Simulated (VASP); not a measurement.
Input of a VASP 6.6.1 run:

INCAR

```
PREC     = Accurate       # precision mode
ENCUT    = 520            # plane-wave cutoff, eV
EDIFF    = 1E-6           # SCF threshold, eV
ISMEAR   = -1             # smearing method
SIGMA    = 0.05           # smearing width, eV
LREAL    = False          # projectors in reciprocal space
LASPH    = True           # aspherical terms in the spheres
NELM     = 100            # most SCF steps
ALGO     = Normal         # electronic algorithm
ISIF     = 2              # what is computed and relaxed
LWAVE    = False          # write WAVECAR
LCHARG   = False          # write CHGCAR
GGA      = PS             # functional
NBANDS   = 22             # bands
```

The input KPOINTS:

```
regular mesh
0
Gamma
  7 7 3
```

Contents of POSCAR:

```
Br
1.0
    2.7471359891     -1.7921110276      0.0000000000
    2.7471359891      1.7921110276      0.0000000000
    0.0000000000      0.0000000000      7.9922177090
Br
4
Direct
    0.3108726081      0.6891273919      0.3771980476
    0.1891273919      0.8108726081      0.8771980476
    0.6891273919      0.3108726081      0.6228019524
    0.8108726081      0.1891273919      0.1228019524
```

Potentials or basis: VASP PAW PBE potentials, release 64 (Br).

Command:

```sh
$ cat potpaw_PBE.64/Br/POTCAR > POTCAR
$ mpirun -np 1 vasp_std > vasp.out
```

Predict the pressure.

20.1 GPa.

Estimate the band gap on the k mesh.

0.61 eV, indirect (least direct gap 1.29 eV).

Predict the largest force.

0.011 eV/Å.

Stress tensor (GPa, compression positive):
```
20.04  0.00  0.00
 0.00 20.12  0.00
 0.00  0.00 20.19
```

Caveat: the PAW data sets were made with another functional, which shifts forces and pressure a little. Expect the measured gap to be larger: semilocal functionals such as PBEsol lack the derivative discontinuity.
